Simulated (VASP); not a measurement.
Wanted: the native input for a VASP 6.6.1 run.

```
Task                   : relaxation of cell and atoms
Functional             : PBE
Potentials or basis    : VASP PAW PBE potentials, release 64 (Ge_d, I)
Cutoff                 : 600 eV
k mesh                 : 8 × 8 × 8
Occupations            : gaussian, width 0.1 eV
Spin                   : no spin polarisation
Dipole correction      : no
Further INCAR settings : ALGO = Normal; EDIFF = 1e-06; IBRION = 2; EDIFFG = -0.01; NSW = 100; ISIF = 3
```

The structure of Ge7I lies in POSCAR:

```
Ge7I
1.0
    0.0000000000      4.4242785330      4.4242785330
    4.4242785330      0.0000000000      4.4242785330
    4.4242785330      4.4242785330      0.0000000000
Ge I
7 1
Direct
    0.5000000000      0.0000000000      0.0000000000
    0.0000000000      0.5000000000      0.5000000000
    0.0000000000      0.5000000000      0.0000000000
    0.5000000000      0.0000000000      0.5000000000
    0.0000000000      0.0000000000      0.5000000000
    0.5000000000      0.5000000000      0.0000000000
    0.5000000000      0.5000000000      0.5000000000
    0.0000000000      0.0000000000      0.0000000000
```

One way to write it, as run:

INCAR

```
SYSTEM = Ge7I
PREC     = Accurate       ! precision mode
ENCUT    = 600            ! plane-wave cutoff, eV
EDIFF    = 1E-6           ! SCF threshold, eV
ISMEAR   = 0              ! smearing method
SIGMA    = 0.1            ! smearing width, eV
LREAL    = .False.        ! projectors in reciprocal space
LASPH    = .True.         ! aspherical terms in the spheres
NELM     = 100            ! most SCF steps
ALGO     = Normal         ! electronic algorithm
ISIF     = 3              ! what is computed and relaxed
LWAVE    = .False.        ! write WAVECAR
LCHARG   = .False.        ! write CHGCAR
GGA      = PE             ! functional
IBRION   = 2              ! ionic algorithm
NSW      = 100            ! ionic steps
EDIFFG   = -0.01          ! ionic threshold
```

KPOINTS

```
regular mesh
0
Gamma
  8 8 8
  0 0 0
```

Potentials or basis: VASP PAW PBE potentials, release 64 (Ge_d, I).

The run is started by

```sh
$ cat potpaw_PBE.64/Ge_d/POTCAR potpaw_PBE.64/I/POTCAR > POTCAR
$ mpirun -np 1 vasp_std > vasp.out
```

It gave:

* Pressure after relaxing: 0.0 GPa

Caveat: the relaxation stopped at its first step, so nothing moved; an odd number of electrons without spin polarisation forces a metal; a magnetic or distorted state may lie lower.

It took 3.5 min on 1 thread of Intel(R) Xeon(R) 6975P-C (Granite Rapids) (shared host), peak memory 0.51 GiB.
